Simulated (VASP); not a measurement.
The system is TiN.

```
CELL_PARAMETERS angstrom
0.00000 2.15659 2.15659
2.15659 0.00000 2.15659
2.15659 2.15659 0.00000
ATOMIC_POSITIONS crystal
Ti 0.00000 0.00000 0.00000
N 0.50000 0.50000 0.50000
```

Program: VASP 6.6.1. Alike in all runs: task single point; level PBEsol; potentials or basis VASP PAW PBE potentials, release 64 (Ti_sv, N); spin collinear; cell as given; k mesh 20 × 20 × 20; cutoff (eV) 520; smearing gaussian 0.15 eV.

Order these runs on this cell by their pressure, lowest first.
A. fixed moment (μB) 0.875
B. fixed moment (μB) 0.75
C. fixed moment (μB) 0.125

C (-19.0 GPa), B (-15.1 GPa), A (-13.5 GPa).

Caveats: the cell stands under tension; the PAW data sets were made with another functional, which shifts forces and pressure a little; the total moment is fixed, so each spin has its own Fermi level and the state may be an excited one.
